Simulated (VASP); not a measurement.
# Sr (I4_1/amd) in VASP: further runs

Sr is run at these levels: PBEsol; tasks: single point.

Everything below comes from runs of VASP 6.6.1. Logs are shortened: lines on timing, memory, paths and dates and some standing lists are left out, and cuts for length are marked.

## Step 1: The cell of the first run

Symmetry: I4_1/amd, No. 141, tetragonal system. Conventional cell: a = 7.413 Å, b = 7.413 Å, c = 4.042 Å, α = 90.00°, β = 90.00°, γ = 90.00°. Within 5.0 Å of Sr (site symmetry -4m2) lie 10 Sr at 3.84 to 4.79 Å.

## Step 2: Single point, PBEsol

The input, INCAR:

```
  PREC = Accurate
  ENCUT = 520
  EDIFF = 1E-6
  ISMEAR = 1
  SIGMA = 0.1
  LREAL = False
  LASPH = True
  NELM = 100
  ALGO = Normal
  ISIF = 2
  LWAVE = False
  LCHARG = True
  GGA = PS
  LELF = True
  LVHAR = True
  NBANDS = 17
```

The input, KPOINTS:

```
Automatic mesh
0
Gamma
  2 2 2
```

The input, POSCAR:

```
Sr
1.0
   -3.7063582800      3.7063582800      2.0208764700
    3.7063582800     -3.7063582800      2.0208764700
    3.7063582800      3.7063582800     -2.0208764700
Sr
2
Direct
    0.7500000000      0.2500000000      0.5000000000
    0.0000000000      0.0000000000      0.0000000000
```

Potentials or basis: VASP PAW PBE potentials, release 64 (Sr_sv).

Launch:

```
$ cat potpaw_PBE.64/Sr_sv/POTCAR > POTCAR
$ mpirun -np 1 vasp_std > vasp.out
```

OUTCAR:

```text
PREC = Accurate
   ENCUT = 520
   EDIFF = 1E-6
   ISMEAR = 1
   LREAL = False
   LASPH = True
   NELM = 100
   ISIF = 2
   GGA = PS

 ion  position               nearest neighbor table
   1  0.750  0.250  0.500-   2 3.84   2 3.84   2 3.84   2 3.84   2 4.79   2 4.79   2 4.79   2 4.79

   2  0.000  0.000  0.000-   1 3.84   1 3.84   1 3.84   1 3.84   1 4.79   1 4.79   1 4.79   1 4.79

  LATTYP: Found a body centered tetragonal cell.
 ALAT       =     7.4127165600
 C/A-ratio  =     0.5452458498

  Lattice vectors:

 A1 = (  -3.7063582800,   3.7063582800,   2.0208764700)
 A2 = (   3.7063582800,  -3.7063582800,   2.0208764700)
 A3 = (   3.7063582800,   3.7063582800,  -2.0208764700)

Analysis of symmetry for initial positions (statically):
=====================================================================
 Subroutine PRICEL returns:
 Original cell was already a primitive cell.

 Routine SETGRP: Setting up the symmetry group for a
 body centered tetragonal supercell.

 Subroutine GETGRP returns: Found 16 space group operations
 (whereof  8 operations were pure point group operations)
 out of a pool of 16 trial point group operations.

The static configuration has the point symmetry D_2d.
 The point group associated with its full space group is D_4h.

Analysis of symmetry for dynamics (positions and initial velocities):
=====================================================================
 Subroutine PRICEL returns:
 Original cell was already a primitive cell.

 Routine SETGRP: Setting up the symmetry group for a
 body centered tetragonal supercell.

 Subroutine GETGRP returns: Found 16 space group operations
 (whereof  8 operations were pure point group operations)
 out of a pool of 16 trial point group operations.

The dynamic configuration has the point symmetry D_2d.
 The point group associated with its full space group is D_4h.

 Subroutine INISYM returns: Found 16 space group operations
 (whereof  8 operations are pure point group operations),
 and found     1 'primitive' translations

----------------------------------------------------------------------------------------

                                     Primitive cell

  volume of cell :     111.0439

  direct lattice vectors                    reciprocal lattice vectors
    -3.706358280  3.706358280  2.020876470     0.000000000  0.134903310  0.247417399
     3.706358280 -3.706358280  2.020876470     0.134903310  0.000000000  0.247417399
     3.706358280  3.706358280 -2.020876470     0.134903310  0.134903310  0.000000000

  length of vectors
     5.617661890  5.617661890  5.617661890     0.281805380  0.281805380  0.190782091

  position of ions in fractional coordinates (direct lattice)
     0.750000000  0.250000000  0.500000000
     0.000000000  0.000000000  0.000000000

  ion indices of the primitive-cell ions
   primitive index   ion index
                 1           1
                 2           2

----------------------------------------------------------------------------------------

 KPOINTS: Automatic mesh

Automatic generation of k-mesh.
 Grid dimensions read from file:
 generate k-points for:    2    2    2

 Generating k-lattice:

  Cartesian coordinates                     Fractional coordinates (reciprocal lattice)
     0.000000000  0.067451655  0.123708700     0.500000000 -0.000000000  0.000000000
     0.067451655  0.000000000  0.123708700    -0.000000000  0.500000000  0.000000000
     0.067451655  0.067451655  0.000000000     0.000000000  0.000000000  0.500000000

  Length of vectors
     0.140902690  0.140902690  0.095391045

  Shift w.r.t. Gamma in fractional coordinates (k-lattice)
     0.000000000  0.000000000  0.000000000

 Subroutine IBZKPT returns following result:
 ===========================================

 Found      4 irreducible k-points:

 Following reciprocal coordinates:
            Coordinates               Weight
  0.000000  0.000000  0.000000      1.000000
  0.500000  0.000000 -0.000000      4.000000
  0.500000  0.500000 -0.000000      2.000000
  0.500000  0.500000  0.500000      1.000000
   k-points           NKPTS =      4   k-points in BZ     NKDIM =      4   number of bands    NBANDS=     17
   number of dos      NEDOS =    301   number of ions     NIONS =      2
   total plane-waves  NPLWV =  74088
   dimension x,y,z NGX =    42 NGY =   42 NGZ =   42
   dimension x,y,z NGXF=    84 NGYF=   84 NGZF=   84
   ions per type =               2
   NGX,Y,Z   is equivalent  to a cutoff of  12.43, 12.43, 12.43 a.u.
   NGXF,Y,Z  is equivalent  to a cutoff of  24.86, 24.86, 24.86 a.u.
 SYSTEM =  unknown system
   PREC   = accura    normal or accurate (medium, high low for compatibility)
   ISTART =      0    job   : 0-new  1-cont  2-samecut
   ICHARG =      2    charge: 1-file 2-atom 10-const
   ISPIN  =      1    spin polarized calculation?
   LNONCOLLINEAR =      F non collinear calculations
   LSORBIT =      F    spin-orbit coupling
   LASPH  =      T    aspherical Exc in radial PAW
   ENCUT  =  520.0 eV  38.22 Ry    6.18 a.u.  10.45 10.45 10.45*2*pi/ulx,y,z
   NELM   =    100;   NELMIN=  2; NELMDL= -5     # of ELM steps
   EDIFF  = 0.1E-05   stopping-criterion for ELM
   LREAL  =      F    real-space projection
   EDIFFG = 0.1E-04   stopping-criterion for IOM
   NSW    =      0    number of steps for IOM
   IBRION =     -1    ionic relax: 0-MD 1-quasi-New 2-CG
   NFREE  =      0    steps in history (QN), initial steepest desc. (CG)
   ISIF   =      2    stress and relaxation
   ISYM   =      2    0-nonsym 1-usesym 2-fastsym
   POTIM  = 0.5000    time-step for ionic-motion
   TEBEG  =    0.0;   TEEND  =   0.0 temperature during run
   PSTRESS=    0.0 pullay stress
   NELECT =      20.0000    total number of electrons
   NUPDOWN=      -1.0000    fix difference up-down
   EMIN   =  10.00;   EMAX   =-10.00  energy-range for DOS
   EFERMI =   0.00;   METHOD = LEGACY
   ISMEAR =     1;   SIGMA  =   0.10  broadening in eV -4-tet -1-fermi 0-gaus
   EFERMI_NEDOS =   21; number of points for ismear=-14 and -15
   IALGO  =     38    algorithm
   IMIX   =      4    mixing-type and parameters
     AMIX     =   0.40;   BMIX     =  1.00
     AMIX_MAG =   1.60;   BMIX_MAG =  1.00
  volume/ion in A,a.u.               =      55.52       374.68
  Fermi-wavevector in a.u.,A,eV,Ry     =   0.924528  1.747104 11.629602  0.854752
  Thomas-Fermi vector in A             =   2.050283
   LORBIT       =      0    0 simple, 1 ext, 2 COOP (PROOUT), +10 PAW based schemes
   GGA     = PS    functional components
   LHFCALC =     F    Hartree Fock is set to
   AEXX    =    0.0000 exact exchange contribution
   IVDW    =     0    specifies the selected vdW correction
   LEPSILON=     F    determine dielectric tensor
   LRPA    =     F    only Hartree local field effects (RPA)
 non-spin polarized calculation
 Methfessel and Paxton  Order N= 1 SIGMA  =   0.10
  energy-cutoff  :      520.00
  volume of cell :      111.04
 maximum number of plane-waves:      3035
 NGX is ok and might be reduce to    42
   NGX = 21   NGY = 21   NGZ = 21

 number of electron      20.0000001 magnetization

 Free energy of the ion-electron system (eV)
  ---------------------------------------------------
  ext. energy  EPLUGINS =         0.00000000
  ---------------------------------------------------
  free energy    TOTEN  =        -3.13430944 eV

  energy without entropy =       -3.10535450  energy(sigma->0) =       -3.12465780

 E-fermi :   1.2719     XC(G=0):  -7.3947

 val. band max:        1.2636769912   @ k =   0.5000   0.0000  -0.0000
 cond. band min:       1.2735753619   @ k =   0.5000   0.5000   0.5000
 fundamental gap:      0.0098983707
 Fermi energy:         1.2718735778

 k-point     1 :       0.0000    0.0000    0.0000
  band No.  band energies     occupation
      1     -35.2759      2.00000
      2     -35.2373      2.00000
      3     -17.3908      2.00000
      4     -17.3908      2.00000
      5     -17.1493      2.00000
      6     -17.1493      2.00000
[... 9 lines left out ...]
     16       4.8851      0.00000
     17       4.8872      0.00000

 k-point     2 :       0.5000    0.0000   -0.0000
  band No.  band energies     occupation
      1     -35.2557      2.00000
      2     -35.2381      2.00000
      3     -17.3754      2.00000
      4     -17.3589      2.00000
      5     -17.3334      2.00000
      6     -17.2428      2.00000
[... 9 lines left out ...]
     16       3.9944      0.00000
     17       4.7658      0.00000

 k-point     3 :       0.5000    0.5000   -0.0000
  band No.  band energies     occupation
      1     -35.2565      2.00000
      2     -35.2565      2.00000
      3     -17.2857      2.00000
      4     -17.2857      2.00000
      5     -17.2797      2.00000
      6     -17.2797      2.00000
[... 9 lines left out ...]
     16       3.8463      0.00000
     17       5.3974      0.00000

 k-point     4 :       0.5000    0.5000    0.5000
  band No.  band energies     occupation
      1     -35.2564      2.00000
      2     -35.2564      2.00000
      3     -17.4304      2.00000
      4     -17.4304      2.00000
      5     -17.1474      2.00000
      6     -17.1474      2.00000
[... 9 lines left out ...]
     16       4.6323      0.00000
     17       5.2673      0.00000

------------------------ aborting loop because EDIFF is reached ----------------------------------------

  FORCE on cell =-STRESS in cart. coord.  units (eV):
  Direction    XX          YY          ZZ          XY          YZ          ZX
  --------------------------------------------------------------------------------------
  -------------------------------------------------------------------------------------
  Total       -0.5605719     -0.5605719      0.1554722      0.0000000      0.0000000      0.0000000
  in kB       -8.0881154     -8.0881154      2.2432035      0.0000000      0.0000000      0.0000000
  external PRESSURE =      -4.6443424 kB  Pullay stress =       0.0000000 kB

 VOLUME and BASIS-vectors are now :
 -----------------------------------------------------------------------------
  energy-cutoff  :      520.00
  volume of cell :      111.04
      direct lattice vectors                 reciprocal lattice vectors
    -3.706358280  3.706358280  2.020876470     0.000000000  0.134903310  0.247417399
     3.706358280 -3.706358280  2.020876470     0.134903310  0.000000000  0.247417399
     3.706358280  3.706358280 -2.020876470     0.134903310  0.134903310  0.000000000

 POSITION                                       TOTAL-FORCE (eV/Angst)
 -----------------------------------------------------------------------------------
      0.00000      3.70636      1.01044         0.000000      0.000000     -0.000000
      0.00000      0.00000      0.00000        -0.000000     -0.000000      0.000000
 -----------------------------------------------------------------------------------
    total drift:                               -0.000000     -0.000000      0.000000

  FREE ENERGIE OF THE ION-ELECTRON SYSTEM (eV)
  ---------------------------------------------------
  free  energy   TOTEN  =        -3.1343094438 eV

  energy  without entropy=       -3.1053545044  energy(sigma->0) =       -3.12465780
```

It took 13 s on 1 thread of Intel Xeon Platinum 8259CL at 2.50GHz (Skylake/Cascade Lake), shared host; peak memory 0.23 GiB.

The run converged, but its numbers aren't listed here, since they failed a check.

Caveat: the k points lie up to 0.89 Å⁻¹ apart; the mesh shows a gap though the element is a metal; the PAW data sets were made with another functional, which shifts forces and pressure a little.

## Step 3: Single point, PBEsol

The input, INCAR:

```
SYSTEM = Sr
PREC = Accurate ; ENCUT = 520
EDIFF = 1E-6 ; ISMEAR = 1
SIGMA = 0.1 ; LREAL = .FALSE.
LASPH = .TRUE. ; NELM = 100
ALGO = Normal ; ISIF = 2
LWAVE = .FALSE. ; LCHARG = .FALSE.
GGA = PS ; NBANDS = 17
```

The input, KPOINTS:

```
regular mesh
0
G
  3 3 3
  0 0 0
```

POSCAR is that of step 2.

Potentials or basis: VASP PAW PBE potentials, release 64 (Sr_sv).

Launch:

```
$ cat potpaw_PBE.64/Sr_sv/POTCAR > POTCAR
$ mpirun -np 1 vasp_std > vasp.out
```

Run time: 14 s. Hardware: 1 thread of Intel Xeon Platinum 8259CL at 2.50GHz (Skylake/Cascade Lake), shared host; peak memory 0.24 GiB.

It converged, with:

```
Free energy            : -3.1719 eV
Pressure               : -0.2 GPa
Band gap on the k mesh : zero (band 10 reaches 1.41 eV, above the bottom of band 11 at 1.22 eV)
```

Stress tensor (GPa, compression positive):
```
 0.64  0.00  0.00
 0.00  0.64  0.00
 0.00  0.00 -1.91
```

Levels at points of the mesh, in eV from the Fermi level:
| k point | band 6 | band 7 | band 8 | band 9 | band 10 | band 11 | band 12 | band 13 | band 14 | band 15 |
| --- | --- | --- | --- | --- | --- | --- | --- | --- | --- | --- |
| (0.00, 0.00, 0.00) | -18.60 | -18.56 | -18.56 | -3.54 | -0.39 | 0.57 | 1.00 | 1.62 | 2.58 | 2.58 |

Caveat: the k points lie up to 0.59 Å⁻¹ apart; the PAW data sets were made with another functional, which shifts forces and pressure a little.

## Step 4: Single point, PBEsol

The input, INCAR:

```
PREC = Accurate
ENCUT = 520
EDIFF = 1E-7
ISMEAR = 1
SIGMA = 0.1
LREAL = False
LASPH = True
NELM = 80
ALGO = Normal
ISIF = 2
LWAVE = False
LCHARG = False
GGA = PS
NBANDS = 17
```

The input, KPOINTS:

```
regular mesh
0
Gamma
  4 4 4
```

POSCAR is that of step 3.

Launch:

```
$ cat potpaw_PBE.64/Sr_sv/POTCAR > POTCAR
$ mpirun -np 1 vasp_std > vasp.out
```

Run time: 30 s. Hardware: 1 thread of Intel Xeon Platinum 8259CL at 2.50GHz (Skylake/Cascade Lake), shared host; peak memory 0.24 GiB.

It converged, with:

| Item | Value |
| --- | --- |
| Free energy | -3.1022 eV |
| Pressure | 0.0 GPa |
| Band gap on the k mesh | zero (band 10 reaches 1.44 eV, above the bottom of band 11 at 1.14 eV) |

Stress tensor (GPa, compression positive):
```
 0.26  0.00  0.00
 0.00  0.26  0.00
 0.00  0.00 -0.42
```

Levels at points of the mesh, in eV from the Fermi level:
```csv
k point,band 7,band 8,band 9,band 10,band 11,band 12,band 13,band 14
"(0.00, 0.00, 0.00)",-18.39,-18.39,-3.41,-0.27,0.74,1.14,1.78,2.72
"(0.50, 0.00, 0.00)",-18.47,-18.38,-0.79,0.00,0.05,1.10,1.33,1.87
"(0.50, 0.50, 0.00)",-18.39,-18.39,-1.81,-1.81,1.15,1.15,1.65,1.65
"(0.50, 0.50, 0.50)",-18.37,-18.37,-1.09,-1.09,0.01,0.01,1.72,1.72
```

Caveat: the k points lie up to 0.44 Å⁻¹ apart; the PAW data sets were made with another functional, which shifts forces and pressure a little.
